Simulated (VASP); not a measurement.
Set up this calculation in VASP 6.6.1, as the native input.

- Task: single point
- Functional: LDA
- Potentials or basis: VASP PAW LDA potentials, release 64 (Rb_sv, Sb, O)
- Cutoff: 520 eV
- k mesh: 3 × 3 × 3
- Occupations: methfessel-paxton, width 0.02 eV
- Spin: no spin polarisation
- Dipole correction: no
- Further INCAR settings: ALGO = Normal; EDIFF = 1e-06; NBANDS = 24

The structure of RbSbO3 lies in POSCAR:

```
RbSbO3
1.0
    4.0905400000      0.0000000000      0.0000000000
    0.0000000000      4.0905400000      0.0000000000
    0.0000000000      0.0000000000      4.0905400000
Rb Sb O
1 1 3
Direct
    0.0000000000      0.0000000000      0.0000000000
    0.5000000000      0.5000000000      0.5000000000
    0.5000000000      0.5000000000      0.0000000000
    0.5000000000      0.0000000000      0.5000000000
    0.0000000000      0.5000000000      0.5000000000
```

One way to write it, as run:

INCAR

```
SYSTEM = RbSbO3
PREC = Accurate
ENCUT = 520
EDIFF = 1E-6
ISMEAR = 1
SIGMA = 0.02
LREAL = .False.
LASPH = .True.
NELM = 60
ALGO = Normal
ISIF = 2
LWAVE = .False.
LCHARG = .False.
NBANDS = 24
```

KPOINTS

```
regular mesh
0
Gamma
  3 3 3
  0 0 0
```

Potentials or basis: VASP PAW LDA potentials, release 64 (Rb_sv, Sb, O).

The run is started by

```sh
$ cat potpaw_LDA.64/Rb_sv/POTCAR potpaw_LDA.64/Sb/POTCAR potpaw_LDA.64/O/POTCAR > POTCAR
$ mpirun -np 1 vasp_std > vasp.out
```

Results of the run:

```json
{
 "Pressure": "-9.1 GPa",
 "Band gap on the k mesh": "zero (band 16 reaches 3.03 eV, above the bottom of band 17 at 2.59 eV)"
}
```

Caveat: the k points lie up to 0.51 Å⁻¹ apart; spin-orbit coupling is left out, which moves the levels of the heavy elements.

It took 13 s on 1 thread of Intel Xeon 6975P-C (shared host), peak memory 0.15 GiB.
